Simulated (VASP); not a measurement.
# MoS2 (P-3m1) in VASP: a series of runs

The runs below take MoS2 through relaxation of cell and atoms, with PBE+D3(BJ).

Program: VASP 6.6.1. These are calculated values, not measurements. Logs are shortened: lines on timing, memory, paths and dates and some standing lists are left out, and cuts for length are marked.

## Step 1: The cell of the first run

Symmetry: P-3m1, No. 164, trigonal system. The conventional cell has a = 3.175 Å, b = 3.175 Å, c = 5.807 Å, α = 90.00°, β = 90.00°, γ = 120.00°. Within 3.2 Å of Mo (site symmetry -3m) lie 6 S at 2.42 Å and 6 Mo at 3.17 Å. Within 3.3 Å of S (site symmetry 3m) lie 3 Mo at 2.42 Å and 9 S at 3.17 to 3.23 Å.

## Step 2: Relaxation of cell and atoms, PBE+D3(BJ)

Input file INCAR:

```
ALGO = Normal
EDIFF = 1E-6
EDIFFG = -0.005
ENCUT = 600
GGA = PE
IBRION = 2
ISIF = 3
ISMEAR = 0
IVDW = 12
LASPH = True
LCHARG = False
LREAL = False
LWAVE = False
NELM = 60
NSW = 100
PREC = Accurate
SIGMA = 0.1
```

Input file KPOINTS:

```
k-points
0
Gamma
  18 18 8
```

Input file POSCAR:

```
MoS2
1.0
    3.1747657158      0.0000000000      0.0000000000
   -1.5873828579      2.7494277609      0.0000000000
    0.0000000000      0.0000000000      5.8065784942
Mo S
1 2
Direct
    0.0000000000      0.0000000000      0.5000000000
    0.3333333333      0.6666666667      0.2290831857
    0.6666666667      0.3333333333      0.7709168143
```

Potentials or basis: VASP PAW PBE potentials, release 64 (Mo_sv, S).

Run with:

```
cat potpaw_PBE.64/Mo_sv/POTCAR potpaw_PBE.64/S/POTCAR > POTCAR
mpirun -np 1 vasp_std > vasp.out
```

OUTCAR:

```text
EDIFF = 1E-6
   EDIFFG = -0.005
   ENCUT = 600
   GGA = PE
   IBRION = 2
   ISIF = 3
   ISMEAR = 0
   IVDW = 12
   LASPH = True
   LREAL = False
   NELM = 60
   NSW = 100
   PREC = Accurate
 IVDW          = 12

 ion  position               nearest neighbor table
   1  0.000  0.000  0.500-   2 2.42   3 2.42   2 2.42   3 2.42   3 2.42   2 2.42
   2  0.333  0.667  0.229-   1 2.42   1 2.42   1 2.42
   3  0.667  0.333  0.771-   1 2.42   1 2.42   1 2.42

  LATTYP: Found a hexagonal cell.
 ALAT       =     3.1747657158
 C/A-ratio  =     1.8289785811

  Lattice vectors:

 A1 = (   3.1747657158,   0.0000000000,   0.0000000000)
 A2 = (  -1.5873828579,   2.7494277609,   0.0000000000)
 A3 = (   0.0000000000,   0.0000000000,   5.8065784942)

Analysis of symmetry for initial positions (statically):
=====================================================================
 Subroutine PRICEL returns:
 Original cell was already a primitive cell.

 Routine SETGRP: Setting up the symmetry group for a
 hexagonal supercell.

 Subroutine GETGRP returns: Found 12 space group operations
 (whereof 12 operations were pure point group operations)
 out of a pool of 24 trial point group operations.

The static configuration has the point symmetry D_3d.

Analysis of symmetry for dynamics (positions and initial velocities):
=====================================================================
 Subroutine PRICEL returns:
 Original cell was already a primitive cell.

 Routine SETGRP: Setting up the symmetry group for a
 hexagonal supercell.

 Subroutine GETGRP returns: Found 12 space group operations
 (whereof 12 operations were pure point group operations)
 out of a pool of 24 trial point group operations.

The dynamic configuration has the point symmetry D_3d.

 Subroutine INISYM returns: Found 12 space group operations
 (whereof 12 operations are pure point group operations),
 and found     1 'primitive' translations

----------------------------------------------------------------------------------------

                                     Primitive cell

  volume of cell :      50.6844

  direct lattice vectors                    reciprocal lattice vectors
     3.174765716  0.000000000  0.000000000     0.314983873  0.181856024  0.000000000
    -1.587382858  2.749427761  0.000000000     0.000000000  0.363712047  0.000000000
[... 70 lines left out ...]
   number of dos      NEDOS =    301   number of ions     NIONS =      3
   total plane-waves  NPLWV =  37632
   dimension x,y,z NGX =    28 NGY =   28 NGZ =   48
   dimension x,y,z NGXF=    56 NGYF=   56 NGZF=   96
   ions per type =               1   2
   NGX,Y,Z   is equivalent  to a cutoff of  14.66, 14.66, 13.74 a.u.
   NGXF,Y,Z  is equivalent  to a cutoff of  29.32, 29.32, 27.49 a.u.
 SYSTEM =  unknown system
   PREC   = accura    normal or accurate (medium, high low for compatibility)
   ISTART =      0    job   : 0-new  1-cont  2-samecut
   ICHARG =      2    charge: 1-file 2-atom 10-const
   ISPIN  =      1    spin polarized calculation?
   LNONCOLLINEAR =      F non collinear calculations
   LSORBIT =      F    spin-orbit coupling
   LASPH  =      T    aspherical Exc in radial PAW
   ENCUT  =  600.0 eV  44.10 Ry    6.64 a.u.   6.34  6.34 11.60*2*pi/ulx,y,z
   NELM   =     60;   NELMIN=  2; NELMDL= -5     # of ELM steps
   EDIFF  = 0.1E-05   stopping-criterion for ELM
   LREAL  =      F    real-space projection
   EDIFFG = -.5E-02   stopping-criterion for IOM
   NSW    =    100    number of steps for IOM
   IBRION =      2    ionic relax: 0-MD 1-quasi-New 2-CG
   NFREE  =      1    steps in history (QN), initial steepest desc. (CG)
   ISIF   =      3    stress and relaxation
   ISYM   =      2    0-nonsym 1-usesym 2-fastsym
   POTIM  = 0.5000    time-step for ionic-motion
   TEBEG  =    0.0;   TEEND  =   0.0 temperature during run
   PSTRESS=    0.0 pullay stress
   NELECT =      26.0000    total number of electrons
   NUPDOWN=      -1.0000    fix difference up-down
   EMIN   =  10.00;   EMAX   =-10.00  energy-range for DOS
   EFERMI =   0.00;   METHOD = LEGACY
   ISMEAR =     0;   SIGMA  =   0.10  broadening in eV -4-tet -1-fermi 0-gaus
   EFERMI_NEDOS =   21; number of points for ismear=-14 and -15
   IALGO  =     38    algorithm
   IMIX   =      4    mixing-type and parameters
     AMIX     =   0.40;   BMIX     =  1.00
     AMIX_MAG =   1.60;   BMIX_MAG =  1.00
  volume/ion in A,a.u.               =      16.89       114.01
  Fermi-wavevector in a.u.,A,eV,Ry     =   1.310513  2.476510 23.367232  1.717443
  Thomas-Fermi vector in A             =   2.441038
   LORBIT       =      0    0 simple, 1 ext, 2 COOP (PROOUT), +10 PAW based schemes
   GGA     = PE    functional components
   LHFCALC =     F    Hartree Fock is set to
   AEXX    =    0.0000 exact exchange contribution
   IVDW    =    12    specifies the selected vdW correction
   LEPSILON=     F    determine dielectric tensor
   LRPA    =     F    only Hartree local field effects (RPA)
 conjugate gradient relaxation of ions
 non-spin polarized calculation
 Gauss-broadening in eV      SIGMA  =   0.10
  energy-cutoff  :      600.00
  volume of cell :       50.68
 maximum number of plane-waves:      1709
 NGX is ok and might be reduce to    28
   NGX = 13   NGY = 13   NGZ = 23

--------------------------------------- Ionic step        1  -------------------------------------------

 number of electron      25.9999999 magnetization

 Free energy of the ion-electron system (eV)
  ---------------------------------------------------
  ext. energy  EPLUGINS =         0.00000000
  ---------------------------------------------------
  free energy    TOTEN  =       -20.93131382 eV

  energy without entropy =      -20.92519520  energy(sigma->0) =      -20.92825451

------------------------ aborting loop because EDIFF is reached ----------------------------------------

 Edisp (eV)   -1.35091

 E8    (eV) :    -0.5458
[... 73 lines left out ...]
--------------------------------------- Ionic step        3  -------------------------------------------

 number of electron      25.9999999 magnetization

 Free energy of the ion-electron system (eV)
  ---------------------------------------------------
  ext. energy  EPLUGINS =         0.00000000
  ---------------------------------------------------
  free energy    TOTEN  =       -20.93045841 eV

  energy without entropy =      -20.92435166  energy(sigma->0) =      -20.92740504

 E-fermi :   8.4713     XC(G=0): -11.2261

 val. band max:        8.4617285935   @ k =   0.2778   0.2778   0.2500
 cond. band min:       8.4800941394   @ k =  -0.1667   0.4444   0.3750
 fundamental gap:      0.0183655459
 Fermi energy:         8.4712833733

 k-point     1 :       0.0000    0.0000    0.0000
  band No.  band energies     occupation
      1     -53.2932      2.00000
      2     -27.3685      2.00000
      3     -27.2654      2.00000
      4     -27.2654      2.00000
      5      -6.7944      2.00000
      6      -4.9155      2.00000
[... 457 lines left out ...]
      4     -27.2913      2.00000
      5      -4.7874      2.00000
      6      -4.3795      2.00000
[... 9 lines left out ...]
     16      11.5700      0.00000
     17      12.2357      0.00000

 [... further k-points ...]

------------------------ aborting loop because EDIFF is reached ----------------------------------------

 Edisp (eV)   -1.35179

 E8    (eV) :    -0.5461
[... 26 lines left out ...]
  FREE ENERGIE OF THE ION-ELECTRON SYSTEM (eV)
  ---------------------------------------------------
  free  energy   TOTEN  =       -22.2822434956 eV

  energy  without entropy=      -22.2761367367  energy(sigma->0) =      -22.27919012

 reached required accuracy - stopping structural energy minimisation
```

CONTCAR:

```text
MoS2
   1.00000000000000
     3.1741057423759482    0.0000000000000000   -0.0000000000000000
    -1.5870528711879741    2.7488562071489779    0.0000000000000000
    -0.0000000000000000    0.0000000000000000    5.8053389542566753
  Mo              S
     1     2
Direct
     0.0000000000000000    0.0000000000000000    0.5000000000000000
     0.3333333332999970    0.6666666667000030    0.2291207987748841
     0.6666666667000030    0.3333333332999970    0.7708792012251159

  0.00000000E+00  0.00000000E+00  0.00000000E+00
  0.00000000E+00  0.00000000E+00  0.00000000E+00
  0.00000000E+00  0.00000000E+00  0.00000000E+00
```

Run time: 3.3 min. Hardware: 1 thread of Intel Xeon 6975P-C (Granite Rapids), shared host; peak memory 0.41 GiB.

What came out:

* Free energy: -22.2822 eV
* Relaxed volume: 16.88 Å³/atom
* Relaxed cell: a = 3.174 Å, b = 3.174 Å, c = 5.805 Å, α = 90.00°, β = 90.00°, γ = 120.00°
* Space group after relaxing (to 0.1 Å): P-3m1 (No. 164)
* Energy gained by relaxing: 0.0 meV/atom
* Ionic steps: 3
* Pressure after relaxing: 0.0 GPa
* Band gap on the k mesh: zero (bands 13 and 14 overlap by 1.22 eV)
* Dispersion energy per atom: -0.451 eV

Final structure:
```yaml
crystal:
  lattice:
    - [3.17411, 0.00000, 0.00000]
    - [-1.58705, 2.74886, 0.00000]
    - [0.00000, 0.00000, 5.80534]
  atoms:
    - { symbol: Mo, position: [0.00000, 0.00000, 0.50000] }
    - { symbol: S, position: [0.33333, 0.66667, 0.22912] }
    - { symbol: S, position: [0.66667, 0.33333, 0.77088] }
```

## Step 3: Relaxation of cell and atoms, PBE+D3(BJ)

This run uses another cell than the first one, of 18.98 Å³/atom.

Input file INCAR:

```
  PREC = Accurate
  ENCUT = 600
  EDIFF = 1E-6
  ISMEAR = 0
  SIGMA = 0.1
  LREAL = F
  LASPH = T
  NELM = 60
  ALGO = Normal
  ISIF = 3
  LWAVE = F
  LCHARG = F
  GGA = PE
  IVDW = 12
  IBRION = 2
  NSW = 100
  EDIFFG = -0.005
```

Input file KPOINTS:

```
regular mesh
0
Gamma
  18 18 8
```

Input file POSCAR:

```
MoS2
1.0
    3.2274645616      0.0000000000      0.0000000000
   -1.6137322808      2.7950663001      0.0000000000
    0.0000000000      0.0000000000      6.3124734200
Mo S
1 2
Direct
    0.0000000000      0.0000000000      0.5000000000
    0.3333333300      0.6666666700      0.2553193200
    0.6666666700      0.3333333300      0.7446806800
```

Potentials or basis: VASP PAW PBE potentials, release 64 (Mo_sv, S).

Run with:

```
cat potpaw_PBE.64/Mo_sv/POTCAR potpaw_PBE.64/S/POTCAR > POTCAR
mpirun -np 1 vasp_std > vasp.out
```

It took 30 min on 1 thread of Intel Xeon 6975P-C (Granite Rapids), shared host; peak memory 0.48 GiB.

Results (log left out):

| Item | Value |
| --- | --- |
| Free energy | -22.2841 eV |
| Relaxed volume | 16.91 Å³/atom |
| Relaxed cell | a = 3.174 Å, b = 3.174 Å, c = 5.817 Å, α = 90.00°, β = 90.00°, γ = 120.00° |
| Space group after relaxing (to 0.1 Å) | P-3m1 (No. 164) |
| Energy gained by relaxing | 26.7 meV/atom |
| Ionic steps | 33 |
| Pressure after relaxing | 0.0 GPa |
| Band gap on the k mesh | zero (bands 13 and 14 overlap by 1.21 eV) |
| Dispersion energy per atom | -0.450 eV |

The path:
| step | energy change (eV) | largest force (eV/Å) | pressure (GPa) | volume (Å³) |
| --- | --- | --- | --- | --- |
| 1 | 0.0000 | 0.2438 | -2.33 | 56.94 |
| 2 | -0.0218 | 0.6196 | 1.90 | 54.69 |
| 3 | -0.0221 | 0.5797 | 1.43 | 54.91 |
| 4 | -0.0394 | 0.3075 | 0.44 | 54.48 |
| 5 | -0.0438 | 0.0783 | -0.37 | 54.11 |
| 6 | -0.0438 | 0.0887 | -0.30 | 54.12 |
| 7 | -0.0463 | 0.0979 | -0.21 | 53.92 |
| 8 | -0.0531 | 0.1247 | 0.20 | 53.31 |
| 9 | -0.0632 | 0.1784 | 1.19 | 52.09 |
| 10 | -0.0640 | 0.2869 | 3.76 | 49.65 |
| 11 | -0.0670 | 0.2560 | 2.62 | 50.71 |
| 12 | -0.0681 | 0.2363 | 2.50 | 50.68 |
| 13 | -0.0707 | 0.1777 | 2.14 | 50.60 |
| 14 | -0.0745 | 0.0630 | 1.45 | 50.43 |
| 15 | -0.0759 | 0.1602 | 0.15 | 50.09 |
| 16 | -0.0764 | 0.0836 | 0.60 | 50.21 |
| 17 | -0.0769 | 0.0800 | 0.52 | 50.26 |
| 18 | -0.0782 | 0.0691 | 0.31 | 50.43 |
| 19 | -0.0796 | 0.0488 | -0.10 | 50.76 |
| 20 | -0.0785 | 0.0094 | -0.86 | 51.44 |
| 21 | -0.0799 | 0.0373 | -0.31 | 50.96 |
| 22 | -0.0800 | 0.0085 | -0.01 | 50.89 |
| 23 | -0.0800 | 0.0119 | 0.00 | 50.89 |
| 24 | -0.0800 | 0.0190 | 0.04 | 50.88 |
| 25 | -0.0800 | 0.0141 | 0.04 | 50.89 |
| 26 | -0.0800 | 0.0132 | 0.01 | 50.89 |
| 27 | -0.0800 | 0.0131 | 0.01 | 50.89 |
| 28 | -0.0801 | 0.0141 | 0.00 | 50.89 |
| 29 | -0.0801 | 0.0167 | -0.08 | 50.88 |
| 30 | -0.0801 | 0.0184 | -0.03 | 50.85 |
| 31 | -0.0802 | 0.0246 | 0.09 | 50.76 |
| 32 | -0.0802 | 0.0151 | 0.04 | 50.75 |
| 33 | -0.0802 | 0.0007 | -0.04 | 50.74 |

Final structure:
```xyz
3
Lattice="3.1738 0.0000 0.0000 -1.5869 2.7486 0.0000 0.0000 0.0000 5.8166" Properties=species:S:1:pos:R:3 pbc="T T T"
Mo    0.0000    0.0000    2.9083
S     0.0000    1.8324    1.3351
S     1.5869    0.9162    4.4815
```

Levels at points of the mesh, in eV from the Fermi level:
```csv
k point,band 10,band 11,band 12,band 13,band 14,band 15,band 16,band 17
"(0.00, 0.00, 0.00)",-1.44,-1.24,-0.91,-0.91,-0.16,-0.16,2.96,2.96
"(0.50, 0.00, 0.00)",-4.03,-3.63,-1.91,-1.78,1.13,1.78,3.66,3.81
"(0.00, 0.00, 0.50)",-3.90,-0.93,-0.93,-0.40,-0.40,0.11,3.44,3.44
"(0.50, 0.00, 0.50)",-4.20,-2.48,-2.09,-1.43,1.13,1.89,2.97,4.28
```
